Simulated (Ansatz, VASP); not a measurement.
## Two plane-wave programs on CsPbCl3

Contents of INCAR:

```
PREC = Accurate ; ENCUT = 520
EDIFF = 1E-7 ; ISMEAR = 0
SIGMA = 0.02 ; LREAL = False
LASPH = True ; NELM = 100
ALGO = Normal ; ISIF = 2
LWAVE = False ; LCHARG = False
GGA = PS ; NBANDS = 30
```

File KPOINTS:

```
regular mesh
0
Gamma
  6 6 6
```

POSCAR

```
CsPbCl3
1.0
    5.6742871928      0.0000000000      0.0000000000
    0.0000000000      5.6742871928      0.0000000000
    0.0000000000      0.0000000000      5.6742871928
Cs Pb Cl
1 1 3
Direct
    0.0000000000      0.0000000000      0.0000000000
    0.5000000000      0.5000000000      0.5000000000
    0.5000000000      0.5000000000      0.0000000000
    0.0000000000      0.5000000000      0.5000000000
    0.5000000000      0.0000000000      0.5000000000
```

Input for Ansatz:

```yaml
crystal:
  lattice:
    - [5.674287024, 0.0, 0.0]
    - [0.0, 5.674287024, 0.0]
    - [0.0, 0.0, 5.674287024]
  atoms:
    - { symbol: Cs, position: [0.0, 0.0, 0.0] }
    - { symbol: Pb, position: [0.5, 0.5, 0.5] }
    - { symbol: Cl, position: [0.5, 0.5, 0.0] }
    - { symbol: Cl, position: [0.0, 0.5, 0.5] }
    - { symbol: Cl, position: [0.5, 0.0, 0.5] }
basis:
  ecutwfc: 420
kpoints:
  mp_grid: { grid: [6, 6, 6] }
hamiltonian:
  xc: pbesol
scf:
  occupations: { method: gaussian, width: 0.02 }
output:
  forces: true
  stress: true
  eigenvalues: true
```

Alike in both runs: task single point; functional PBEsol; k mesh 6 × 6 × 6; occupations gaussian, width 0.02 eV; no spin polarisation.

```csv
,VASP,Ansatz
version,VASP 6.6.1,Ansatz 0.2.0
potentials or method,"VASP PAW PBE potentials, release 64 (Cs_sv, Pb_d, Cl), cutoff 520 eV","scalar-relativistic, plane waves, PAW"
valence electrons in the cell,44,44
```

```csv
,VASP,Ansatz,Ansatz less VASP
gap on the k mesh at the Fermi level (eV),1.96,1.96,-0.006
least direct gap on the mesh (eV),1.96,1.96,-0.006
pressure (GPa),-0.7,-0.7,+0.03
```

VASP's potentials were made for PBE, not for PBEsol.

Spin-orbit coupling is off throughout.
